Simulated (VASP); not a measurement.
Write the native input for VASP 6.6.1 that does the following.

- Task: relaxation of cell and atoms
- Functional: PBE
- Potentials or basis: VASP PAW PBE potentials, release 64 (Ge_d, Mo_sv)
- Cutoff: 600 eV
- k mesh: 24 × 24 × 12
- Occupations: gaussian, width 0.1 eV
- Spin: no spin polarisation
- Dipole correction: no
- Further INCAR settings: ALGO = Normal; EDIFF = 1e-07; IBRION = 2; EDIFFG = -0.01; NSW = 100; ISIF = 3

The structure of GeMo lies in POSCAR:

```
GeMo
1.0
    2.8308174516      0.0000000000      0.0000000000
   -1.4154087258      2.4515598266      0.0000000000
    0.0000000000      0.0000000000      5.1028050447
Ge Mo
1 1
Direct
    0.0000000000      0.0000000000      0.0000000000
    0.0000000000      0.0000000000      0.5000000000
```

The cell was built from a structure type or drawn by symmetry, and may not be a known phase.

One way to write it, as run:

INCAR

```
SYSTEM = GeMo
PREC = Accurate ; ENCUT = 600
EDIFF = 1E-7 ; ISMEAR = 0
SIGMA = 0.1 ; LREAL = .False.
LASPH = .True. ; NELM = 60
ALGO = Normal ; ISIF = 3
LWAVE = .False. ; LCHARG = .False.
GGA = PE ; IBRION = 2
NSW = 100 ; EDIFFG = -0.01
```

KPOINTS

```
Automatic mesh
0
Gamma
  24 24 12
  0 0 0
```

Potentials or basis: VASP PAW PBE potentials, release 64 (Ge_d, Mo_sv).

Run with:

```bash
$ cat potpaw_PBE.64/Ge_d/POTCAR potpaw_PBE.64/Mo_sv/POTCAR > POTCAR
$ mpirun -np 1 vasp_std > vasp.out
```

It gave:

The relaxed volume is 17.57 Å³/atom, the relaxed cell is a = 2.793 Å, b = 2.793 Å, c = 5.203 Å, α = 90.00°, β = 90.00°, γ = 120.00° and the space group after relaxing (to 0.1 Å) is P6/mmm (No. 191). The energy gained by relaxing is 7.4 meV/atom, the ionic steps are 5 and the pressure after relaxing is 0.0 GPa. The band gap on the k mesh is zero (bands 14 and 15 overlap by 2.16 eV).

It took 14 min on 1 thread of Intel(R) Xeon(R) Platinum 8375C CPU @ 2.90GHz (Ice Lake), with other jobs on the host, peak memory 0.47 GiB.
